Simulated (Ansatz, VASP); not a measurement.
## Cu: VASP beside Ansatz

```xyz
2
Lattice="2.4804 0.0000 0.0000 -1.2402 2.1481 0.0000 0.0000 0.0000 4.0608" Properties=species:S:1:pos:R:3 pbc="T T T"
Cu    0.0000    1.4320    1.0152
Cu    1.2402    0.7160    3.0456
```

Alike in both runs: task single point; functional revPBE; k mesh 16 × 16 × 9; occupations fermi-dirac, width 0.1 eV; no spin polarisation.

|  | VASP | Ansatz |
| --- | --- | --- |
| version | VASP 6.6.1 | Ansatz 0.2.0 |
| potentials or method | VASP PAW PBE potentials, release 64 (Cu), cutoff 520 eV | plane waves (420 eV) with PAW, scalar-relativistic |
| valence electrons in the cell | 22 | 38 |

|  | VASP | Ansatz | Ansatz less VASP |
| --- | --- | --- | --- |
| pressure (GPa) | 22.9 | 22.4 | -0.58 |
| traceless stress, the component that is largest in VASP (GPa) | -0.21 | -0.16 | +0.049 |

VASP's potentials were made for PBE, not for revPBE. VASP's potentials hold 22 valence electrons a cell and Ansatz's 38, so a difference there can come from the potentials and not from the codes.
